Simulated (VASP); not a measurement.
# C (P3_2) in VASP: a series of runs, part 2 of 2

VASP 6.6.1. The steps go on from the part before.

**3. Relaxation of cell and atoms, PBE**

INCAR reads:

```
SYSTEM = C
ALGO     = Normal         ! electronic algorithm
EDIFF    = 1E-6           ! SCF threshold, eV
EDIFFG   = -0.04          ! ionic threshold
ENCUT    = 600            ! plane-wave cutoff, eV
GGA      = PE             ! functional
IBRION   = 2              ! ionic algorithm
ISIF     = 3              ! what is computed and relaxed
ISMEAR   = 0              ! smearing method
LASPH    = .TRUE.         ! aspherical terms in the spheres
LCHARG   = .FALSE.        ! write CHGCAR
LREAL    = .FALSE.        ! projectors in reciprocal space
LWAVE    = .FALSE.        ! write WAVECAR
NELM     = 60             ! most SCF steps
NSW      = 90             ! ionic steps
PREC     = Accurate       ! precision mode
SIGMA    = 0.1            ! smearing width, eV
```

KPOINTS reads:

```
k-points
0
G
  6 6 6
  0 0 0
```

POSCAR reads:

```
C
1.0
    3.6913580700      0.0000000000      0.0000000000
   -1.8456790300      3.1968098600      0.0000000000
    0.0000000000      0.0000000000      2.5298995300
C
6
Direct
    0.9338739600      0.1671370100      0.4845499300
    0.8328629900      0.7667369600      0.1512165900
    0.2332630400      0.0661260400      0.8178832600
    0.6045542400      0.5015869500      0.6536790200
    0.4984130500      0.1029672900      0.3203456800
    0.8970327100      0.3954457600      0.9870123500
```

Potentials or basis: VASP PAW PBE potentials, release 64 (C).

Run with:

```sh
$ cat potpaw_PBE.64/C/POTCAR > POTCAR
$ mpirun -np 1 vasp_std > vasp.out
```

OUTCAR:

```text
SYSTEM = C
   EDIFF = 1E-6
   EDIFFG = -0.04
   ENCUT = 600
   GGA = PE
   IBRION = 2
   ISIF = 3
   ISMEAR = 0
   LASPH = .TRUE.
   LREAL = .FALSE.
   NELM = 60
   NSW = 90
   PREC = Accurate

 ion  position               nearest neighbor table
   1  0.934  0.167  0.485-   6 1.56   5 1.56   6 1.57   3 1.58   2 1.58
   2  0.833  0.767  0.151-   4 1.56   6 1.56   4 1.57   3 1.58   1 1.58
   3  0.233  0.066  0.818-   5 1.56   4 1.56   5 1.57   1 1.58   2 1.58
   4  0.605  0.502  0.654-   2 1.56   3 1.56   6 1.57   5 1.57   2 1.57
   5  0.498  0.103  0.320-   3 1.56   1 1.56   6 1.57   4 1.57   3 1.57
   6  0.897  0.395  0.987-   1 1.56   2 1.56   4 1.57   5 1.57   1 1.57

  LATTYP: Found a hexagonal cell.
 ALAT       =     3.6913580700
 C/A-ratio  =     0.6853573893

  Lattice vectors:

 A1 = (   3.6913580700,   0.0000000000,   0.0000000000)
 A2 = (  -1.8456790300,   3.1968098600,   0.0000000000)
 A3 = (   0.0000000000,   0.0000000000,   2.5298995300)

Analysis of symmetry for initial positions (statically):
=====================================================================
 Subroutine PRICEL returns:
 Original cell was already a primitive cell.

 Routine SETGRP: Setting up the symmetry group for a
 hexagonal supercell.

 Subroutine GETGRP returns: Found  3 space group operations
 (whereof  1 operations were pure point group operations)
 out of a pool of 24 trial point group operations.

The static configuration has the point symmetry C_1 .
 The point group associated with its full space group is C_3 .

Analysis of symmetry for dynamics (positions and initial velocities):
=====================================================================
 Subroutine PRICEL returns:
 Original cell was already a primitive cell.

 Routine SETGRP: Setting up the symmetry group for a
 hexagonal supercell.

 Subroutine GETGRP returns: Found  3 space group operations
 (whereof  1 operations were pure point group operations)
 out of a pool of 24 trial point group operations.

The dynamic configuration has the point symmetry C_1 .
 The point group associated with its full space group is C_3 .

 Subroutine INISYM returns: Found  3 space group operations
 (whereof  1 operations are pure point group operations),
 and found     1 'primitive' translations

----------------------------------------------------------------------------------------

                                     Primitive cell

  volume of cell :      29.8543

  direct lattice vectors                    reciprocal lattice vectors
     3.691358070  0.000000000  0.000000000     0.270903007  0.156405924  0.000000000
    -1.845679030  3.196809860  0.000000000     0.000000000  0.312811848  0.000000000
     0.000000000  0.000000000  2.529899530     0.000000000  0.000000000  0.395272614

  length of vectors
     3.691358070  3.691358065  2.529899530     0.312811848  0.312811848  0.395272614

  position of ions in fractional coordinates (direct lattice)
     0.933873960  0.167137010  0.484549930
     0.832862990  0.766736960  0.151216590
     0.233263040  0.066126040  0.817883260
     0.604554240  0.501586950  0.653679020
     0.498413050  0.102967290  0.320345680
     0.897032710  0.395445760  0.987012350

  ion indices of the primitive-cell ions
   primitive index   ion index
                 1           1
                 2           2
                 3           3
                 4           4
                 5           5
                 6           6

----------------------------------------------------------------------------------------

 KPOINTS: k-points

Automatic generation of k-mesh.
 Grid dimensions read from file:
 generate k-points for:    6    6    6

 Generating k-lattice:

  Cartesian coordinates                     Fractional coordinates (reciprocal lattice)
     0.045150501  0.026067654  0.000000000     0.166666667  0.000000000  0.000000000
     0.000000000  0.052135308  0.000000000     0.000000000  0.166666667  0.000000000
     0.000000000  0.000000000  0.065878769     0.000000000  0.000000000  0.166666667

  Length of vectors
     0.052135308  0.052135308  0.065878769

  Shift w.r.t. Gamma in fractional coordinates (k-lattice)
     0.000000000  0.000000000  0.000000000

 Subroutine IBZKPT returns following result:
 ===========================================

 Found     44 irreducible k-points:

 Following reciprocal coordinates:
            Coordinates               Weight
  0.000000  0.000000  0.000000      1.000000
  0.166667  0.000000  0.000000      6.000000
  0.333333 -0.000000  0.000000      6.000000
  0.500000 -0.000000  0.000000      3.000000
  0.166667  0.166667  0.000000      6.000000
  0.333333  0.166667  0.000000      6.000000
[... 16 lines left out ...]
  0.000000  0.000000  0.333333      2.000000
  0.166667  0.000000  0.333333      6.000000
 [... further k-points ...]
   k-points           NKPTS =     44   k-points in BZ     NKDIM =     44   number of bands    NBANDS=     16
   number of dos      NEDOS =    301   number of ions     NIONS =      6
   total plane-waves  NPLWV =  18000
   dimension x,y,z NGX =    30 NGY =   30 NGZ =   20
   dimension x,y,z NGXF=    60 NGYF=   60 NGZF=   40
   ions per type =               6
   NGX,Y,Z   is equivalent  to a cutoff of  13.51, 13.51, 13.14 a.u.
   NGXF,Y,Z  is equivalent  to a cutoff of  27.02, 27.02, 26.28 a.u.
 SYSTEM =  C
   PREC   = accura    normal or accurate (medium, high low for compatibility)
   ISTART =      0    job   : 0-new  1-cont  2-samecut
   ICHARG =      2    charge: 1-file 2-atom 10-const
   ISPIN  =      1    spin polarized calculation?
   LNONCOLLINEAR =      F non collinear calculations
   LSORBIT =      F    spin-orbit coupling
   LASPH  =      T    aspherical Exc in radial PAW
   ENCUT  =  600.0 eV  44.10 Ry    6.64 a.u.   7.37  7.37  5.05*2*pi/ulx,y,z
   NELM   =     60;   NELMIN=  2; NELMDL= -5     # of ELM steps
   EDIFF  = 0.1E-05   stopping-criterion for ELM
   LREAL  =      F    real-space projection
   EDIFFG = -.4E-01   stopping-criterion for IOM
   NSW    =     90    number of steps for IOM
   IBRION =      2    ionic relax: 0-MD 1-quasi-New 2-CG
   NFREE  =      1    steps in history (QN), initial steepest desc. (CG)
   ISIF   =      3    stress and relaxation
   ISYM   =      2    0-nonsym 1-usesym 2-fastsym
   POTIM  = 0.5000    time-step for ionic-motion
   TEBEG  =    0.0;   TEEND  =   0.0 temperature during run
   PSTRESS=    0.0 pullay stress
   NELECT =      24.0000    total number of electrons
   NUPDOWN=      -1.0000    fix difference up-down
   EMIN   =  10.00;   EMAX   =-10.00  energy-range for DOS
   EFERMI =   0.00;   METHOD = LEGACY
   ISMEAR =     0;   SIGMA  =   0.10  broadening in eV -4-tet -1-fermi 0-gaus
   EFERMI_NEDOS =   21; number of points for ismear=-14 and -15
   IALGO  =     38    algorithm
   IMIX   =      4    mixing-type and parameters
     AMIX     =   0.40;   BMIX     =  1.00
     AMIX_MAG =   1.60;   BMIX_MAG =  1.00
  volume/ion in A,a.u.               =       4.98        33.58
  Fermi-wavevector in a.u.,A,eV,Ry     =   1.522217  2.876573 31.526655  2.317144
  Thomas-Fermi vector in A             =   2.630826
   LORBIT       =      0    0 simple, 1 ext, 2 COOP (PROOUT), +10 PAW based schemes
   GGA     = PE    functional components
   LHFCALC =     F    Hartree Fock is set to
   AEXX    =    0.0000 exact exchange contribution
   IVDW    =     0    specifies the selected vdW correction
   LEPSILON=     F    determine dielectric tensor
   LRPA    =     F    only Hartree local field effects (RPA)
 conjugate gradient relaxation of ions
 non-spin polarized calculation
 Gauss-broadening in eV      SIGMA  =   0.10
  energy-cutoff  :      600.00
  volume of cell :       29.85
 maximum number of plane-waves:      1030
 NGX is ok and might be reduce to    30
   NGX = 15   NGY = 15   NGZ = 11

--------------------------------------- Ionic step        1  -------------------------------------------

 number of electron      24.0000002 magnetization

 Free energy of the ion-electron system (eV)
  ---------------------------------------------------
  ext. energy  EPLUGINS =         0.00000000
  ---------------------------------------------------
  free energy    TOTEN  =       -35.82985217 eV

  energy without entropy =      -35.82615496  energy(sigma->0) =      -35.82800356

 E-fermi :  12.8671     XC(G=0): -14.0641

 val. band max:       12.8639524703   @ k =   0.0000   0.1667   0.1667
 cond. band min:      12.9326891274   @ k =   0.0000   0.1667   0.3333
 fundamental gap:      0.0687366571
 Fermi energy:        12.8670756822
[... 1490 lines left out ...]
      5      -8.4617      2.00000
      6      -8.4475      2.00000
[... 8 lines left out ...]
     15       6.3122      0.00000
     16       6.6402      0.00000

 [... further k-points ...]

[... ionic steps 4 to 53 ...]

--------------------------------------- Ionic step       54  -------------------------------------------

 number of electron      24.0000007 magnetization

------------------------ aborting loop because EDIFF is reached ----------------------------------------
[... 75 lines left out ...]
--------------------------------------- Ionic step       56  -------------------------------------------

 number of electron      24.0000007 magnetization

 Free energy of the ion-electron system (eV)
  ---------------------------------------------------
  ext. energy  EPLUGINS =         0.00000000
  ---------------------------------------------------
  free energy    TOTEN  =       -48.09089370 eV

  energy without entropy =      -48.08270280  energy(sigma->0) =      -48.08679825

 E-fermi :   3.3364     XC(G=0): -10.1480

 val. band max:        2.8515052395   @ k =   0.1667   0.0000   0.5000
 cond. band min:       3.3572169313   @ k =   0.1667   0.1667   0.5000
 fundamental gap:      0.5057116918
 Fermi energy:         3.3363582615
[... 489 lines left out ...]
  FREE ENERGIE OF THE ION-ELECTRON SYSTEM (eV)
  ---------------------------------------------------
  free  energy   TOTEN  =       -48.0908936998 eV

  energy  without entropy=      -48.0827028008  energy(sigma->0) =      -48.08679825

 reached required accuracy - stopping structural energy minimisation
```

It took 21 min on 1 thread of Intel Xeon 8259CL, shared host; peak memory 0.16 GiB.

What came out:

```yaml
Free_energy: -48.0909 eV
Relaxed_volume: 9.86 Å³/atom
Relaxed_cell: a = 5.161 Å, b = 5.161 Å, c = 2.564 Å, α = 90.00°, β = 90.00°, γ = 120.00°
Space_group_after_relaxing_to_0.1_Å: R-3m (No. 166)
Energy_gained_by_relaxing: 2043.5 meV/atom
Ionic_steps: 56
Pressure_after_relaxing: -0.2 GPa
Largest_force_after_relaxing: 0.017 eV/Å
Band_gap_on_the_k_mesh: zero (bands 12 and 13 overlap by 1.30 eV)
```

Forces in eV/Å, atoms in the order of the input:
```
C    0.008 -0.011  0.010
C    0.006  0.012  0.010
C   -0.013 -0.001  0.010
C   -0.009  0.011 -0.010
C   -0.005 -0.013 -0.010
C    0.014  0.002 -0.010
```

Stress tensor (GPa, compression positive):
```
-0.21  0.00  0.00
 0.00 -0.21  0.00
 0.00  0.00 -0.07
```

The path:
```tsv
step	energy change (eV)	largest force (eV/Å)	pressure (GPa)	volume (Å³)
1	0.0000	3.0916	115.02	29.85
3	-4.4542	3.9822	-23.20	41.21
5	-6.8128	3.2217	19.41	41.15
7	-7.8010	1.5926	19.52	44.48
9	-8.1121	1.3457	-0.51	47.70
11	-10.0178	3.7588	5.95	53.35
13	-11.3148	4.0771	-4.42	60.21
15	-11.5518	2.8774	-9.69	61.80
17	-11.5912	2.2879	-12.76	62.78
19	-11.8322	1.5246	-4.77	61.42
21	-11.8844	1.0591	1.32	60.54
23	-11.9108	1.0063	1.27	60.43
25	-11.9871	1.6959	-3.67	60.05
27	-12.0203	1.3301	-2.68	60.03
29	-12.1260	0.5615	-3.44	59.06
31	-12.1656	0.4429	2.99	58.39
33	-12.1809	0.4960	1.84	58.75
35	-12.2045	0.3200	-1.86	59.61
37	-12.2068	0.2876	-3.28	59.95
39	-12.2212	0.3355	-1.11	60.10
41	-12.2303	0.3809	0.02	59.86
43	-12.2408	0.3547	-0.54	59.69
45	-12.2453	0.2644	-2.92	58.91
47	-12.2581	0.0846	-0.51	58.96
49	-12.2593	0.0644	0.49	58.81
51	-12.2599	0.0598	0.39	58.87
53	-12.2605	0.0665	-0.27	59.04
55	-12.2609	0.0279	-0.40	59.17
56	-12.2610	0.0168	-0.16	59.15
```

Final structure:
```cif
data_structure
_symmetry_space_group_name_H-M 'P 1'
_symmetry_Int_Tables_number 1
_cell_length_a 5.1614
_cell_length_b 5.1614
_cell_length_c 2.5637
_cell_angle_alpha 90.000
_cell_angle_beta 90.000
_cell_angle_gamma 120.000
_cell_volume 59.15
loop_
_atom_site_label
_atom_site_type_symbol
_atom_site_fract_x
_atom_site_fract_y
_atom_site_fract_z
_atom_site_occupancy
C1 C 0.99908 0.33410 0.48575 1
C2 C 0.66590 0.66499 0.15241 1
C3 C 0.33501 0.00092 0.81908 1
C4 C 0.66635 0.66504 0.65248 1
C5 C 0.33496 0.00131 0.31915 1
C6 C 0.99869 0.33365 0.98581 1
```

Levels at points of the mesh, in eV from the Fermi level:
```csv
k point,band 9,band 10,band 11,band 12,band 13,band 14,band 15,band 16
"(0.00, 0.00, 0.00)",-6.65,-6.61,-3.71,-3.71,6.99,7.77,7.77,8.92
"(0.50, 0.00, 0.00)",-6.09,-4.57,-4.54,-4.53,7.84,8.15,8.17,8.18
"(0.00, 0.00, 0.50)",-1.28,-1.28,-1.27,-1.27,-1.24,-1.24,1.47,1.47
"(0.50, 0.00, 0.50)",-0.91,-0.91,-0.89,-0.89,0.70,0.70,0.72,0.72
```

Caveat: the k points lie up to 0.41 Å⁻¹ apart in the final cell, too coarse for converged energies and pressures of a metal; the volume moved by over 15 % at a fixed basis, so the end points are rough.

**4. Single point, PBE, collinear spin**

INCAR reads:

```
ALGO = Normal
EDIFF = 1E-6
ENCUT = 520
GGA = PE
ISIF = 2
ISMEAR = 0
ISPIN = 2
LASPH = T
LCHARG = F
LORBIT = 11
LREAL = F
LWAVE = F
MAGMOM = 1 1 1 1 1 1
NBANDS = 25
NELM = 150
PREC = Accurate
SIGMA = 0.1
```

KPOINTS reads:

```
k-points
0
Gamma
  6 6 6
```

POSCAR is that of step 3.

Run with:

```sh
$ cat potpaw_PBE.64/C/POTCAR > POTCAR
$ mpirun -np 1 vasp_std > vasp.out
```

It took 1.8 min on 1 thread of Intel Xeon 8259CL, shared host; peak memory 0.17 GiB.

Results (log left out):

| Quantity | Value |
| --- | --- |
| Free energy | -35.8158 eV |
| Pressure | 115.7 GPa |
| Largest force | 3.090 eV/Å |
| Band gap on the k mesh | zero (filled and empty bands overlap) |
| Net moment | 0.00 μB per cell |
| Valence electrons inside the program's atomic spheres | C 2.57, 2.59 (each value once) |

Forces on the atoms (eV/Å):
```
C   -1.650  2.612 -0.046
C   -1.437 -2.735 -0.046
C    3.087  0.123 -0.046
C   -2.283  0.906  0.046
C    0.357 -2.430  0.046
C    1.926  1.525  0.046
```

Stress tensor (GPa, compression positive):
```
154.27   0.00   0.00
  0.00 154.27   0.00
  0.00   0.00  38.47
```

Levels at points of the mesh, in eV from the Fermi level:
Spin up:
```
           k point  band 10  band 11  band 12  band 13  band 14  band 15
(0.00, 0.00, 0.00)    -2.56     0.25     0.25     2.19     4.86     4.86
(0.50, 0.00, 0.00)    -4.71    -1.98    -0.83     1.58     2.63     4.12
(0.00, 0.00, 0.50)    -6.06    -6.06    -1.80    -1.80    -1.64     8.17
(0.50, 0.00, 0.50)    -3.51    -2.14    -1.65     0.24     1.37     3.11
```
Spin down:
```csv
k point,band 9,band 10,band 11,band 12,band 13,band 14,band 15,band 16
"(0.00, 0.00, 0.00)",-6.78,-2.56,0.25,0.25,2.19,4.86,4.86,5.64
"(0.50, 0.00, 0.00)",-5.30,-4.71,-1.98,-0.83,1.58,2.63,4.12,5.44
"(0.00, 0.00, 0.50)",-7.90,-6.06,-6.06,-1.80,-1.80,-1.64,8.17,9.98
"(0.50, 0.00, 0.50)",-4.29,-3.51,-2.14,-1.65,0.24,1.37,3.11,5.41
```

Caveat: the k points lie up to 0.41 Å⁻¹ apart, too coarse for converged energies and pressures of a metal; forces of over 1 eV/Å act on the atoms, so gaps and moduli don't describe the material at rest.

**5. The runs side by side**

| task | spin | cell | cutoff (eV) | gap on the mesh (eV) | pressure (GPa) | largest force (eV/Å) |
| --- | --- | --- | --- | --- | --- | --- |
| single point | off | as given | 520 | none | 115.7 | 3.09 |
| relaxation of cell and atoms | off | relaxed | 600 | none | -0.2 | 0.02 |
| single point | collinear | as given | 520 | none | 115.7 | 3.09 |

Alike in all rows: level PBE; potentials or basis VASP PAW PBE potentials, release 64 (C); k mesh 6 × 6 × 6; smearing gaussian 0.1 eV.

Caveats: all runs use coarse meshes; forces of over 1 eV/Å act on the atoms, so gaps and moduli don't describe the material at rest (at least some runs); the volume moved by over 15 % at a fixed basis, so the end points are rough (at least some runs).

Total energies depend on the potentials used, so only differences within one code and one set of settings carry meaning.

The gap in the log of VASP goes by the Fermi energy; the results here count the filled bands.